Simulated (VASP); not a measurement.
A run of VASP 6.6.1 is set up as follows.

The input POSCAR:

```
BiS
1.0
    2.1201031085      1.2240420987      3.5246777454
   -2.1201031085      1.2240420987      3.5246777454
    0.0000000000     -2.4480842024      3.5246777437
Bi S
1 1
Direct
    0.0000000000      0.0000000000      0.0000000000
    0.5000000000      0.5000000000      0.5000000000
```

INCAR.step1

```
SYSTEM = BiS
ALGO = Normal
EDIFF = 1E-5
ENCUT = 520
GGA = PE
ISIF = 2
ISMEAR = -1
LASPH = .TRUE.
LREAL = .FALSE.
LWAVE = .TRUE.
NBANDS = 18
NELM = 80
PREC = Accurate
SIGMA = 0.05
```

INCAR.step2

```
SYSTEM = BiS
AEXX = 1.0
AGGAC = 0.0
ALDAC = 0.0
ALGO = Normal
EDIFF = 1E-6
ENCUT = 520
GGA = PE
ISIF = 2
ISMEAR = -1
ISTART = 1
LASPH = .TRUE.
LCHARG = .TRUE.
LELF = .TRUE.
LHFCALC = .TRUE.
LREAL = .FALSE.
LVHAR = .TRUE.
LWAVE = .FALSE.
NBANDS = 18
NELM = 80
PREC = Accurate
PRECFOCK = Normal
SIGMA = 0.05
```

Contents of KPOINTS:

```
k-points
0
G
  4 4 4
  0 0 0
```

Potentials or basis: VASP PAW PBE potentials, release 64 (Bi_d, S).

Run with:

```console
$ cat potpaw_PBE.64/Bi_d/POTCAR potpaw_PBE.64/S/POTCAR > POTCAR
$ cp INCAR.step1 INCAR
$ mpirun -np 1 vasp_std > vasp.out
$ cp INCAR.step2 INCAR
$ mpirun -np 1 vasp_std > vasp.out
```

Estimate the pressure.

-0.7 GPa.

Estimate the band gap on the k mesh.

zero (an odd number of electrons rules out a gap without spin polarisation).

Caveat: the k points lie up to 0.45 Å⁻¹ apart, too coarse for converged energies and pressures of a metal; the PAW data sets were made with another functional, which shifts forces and pressure a little; spin-orbit coupling is left out, which moves the levels of the heavy elements; an odd number of electrons without spin polarisation forces a metal; a magnetic or distorted state may lie lower.
